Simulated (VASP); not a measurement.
Write the native input for VASP 6.6.1 that does the following.

| Quantity | Value |
| --- | --- |
| Task | single point |
| Functional | LDA |
| Potentials or basis | VASP PAW LDA potentials, release 64 (Bi_d, Te) |
| Cutoff | 520 eV |
| k mesh | 7 × 7 × 7 |
| Occupations | fermi-dirac, width 0.05 eV |
| Spin | no spin polarisation |
| Dipole correction | no |
| Further INCAR settings | ALGO = Normal; EDIFF = 1e-06; NBANDS = 18 |

The structure of BiTe lies in POSCAR:

```
BiTe
1.0
    2.4227077728      1.3987509848      3.3172919545
   -2.4227077728      1.3987509848      3.3172919545
    0.0000000000     -2.7975019696      3.3172919545
Bi Te
1 1
Direct
    0.5000000000      0.5000000000      0.5000000000
    0.0000000000      0.0000000000      0.0000000000
```

One way to write it, as run:

INCAR

```
SYSTEM = BiTe
ALGO = Normal
EDIFF = 1E-6
ENCUT = 520
GGA = CA
ISIF = 2
ISMEAR = -1
LASPH = .True.
LCHARG = .False.
LREAL = .False.
LWAVE = .False.
NBANDS = 18
NELM = 80
PREC = Accurate
SIGMA = 0.05
```

KPOINTS

```
k-points
0
Gamma
  7 7 7
  0 0 0
```

Potentials or basis: VASP PAW LDA potentials, release 64 (Bi_d, Te).

The run is started by

```sh
$ cat potpaw_LDA.64/Bi_d/POTCAR potpaw_LDA.64/Te/POTCAR > POTCAR
$ mpirun -np 1 vasp_std > vasp.out
```

Results of the run:

The pressure is -3.4 GPa.

It took 38 s on 1 thread of Intel Xeon 8259CL (shared host), peak memory 0.19 GiB.
